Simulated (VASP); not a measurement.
Write the native input for VASP 6.6.1 that does the following.

- Task: single point
- Functional: PBEsol
- Potentials or basis: VASP PAW PBE potentials, release 64 (Ta_pv)
- Cutoff: 520 eV
- k mesh: 16 × 16 × 16
- Occupations: fermi-dirac, width 0.05 eV
- Spin: no spin polarisation
- Dipole correction: no
- Further INCAR settings: ALGO = Normal; EDIFF = 1e-07; NBANDS = 12

The structure of Ta lies in POSCAR:

```
Ta
1.0
   -1.6512800000      1.6512800000      1.6512800000
    1.6512800000     -1.6512800000      1.6512800000
    1.6512800000      1.6512800000     -1.6512800000
Ta
1
Direct
    0.0000000000      0.0000000000      0.0000000000
```

The input as run:

INCAR

```
SYSTEM = Ta
ALGO = Normal ; EDIFF = 1E-7
ENCUT = 520 ; GGA = PS
ISIF = 2 ; ISMEAR = -1
LASPH = .TRUE. ; LCHARG = .FALSE.
LREAL = .FALSE. ; LWAVE = .FALSE.
NBANDS = 12 ; NELM = 100
PREC = Accurate ; SIGMA = 0.05
```

KPOINTS

```
k-points
0
G
  16 16 16
  0 0 0
```

Potentials or basis: VASP PAW PBE potentials, release 64 (Ta_pv).

Launch:

```sh
$ cat potpaw_PBE.64/Ta_pv/POTCAR > POTCAR
$ mpirun -np 1 vasp_std > vasp.out
```

Results of the run:

```json
{"Pressure": "-3.5 GPa"}
```

Caveat: the PAW data sets were made with another functional, which shifts forces and pressure a little.

It took 22 s on 1 thread of Intel Xeon 8259CL (shared host), peak memory 0.16 GiB.
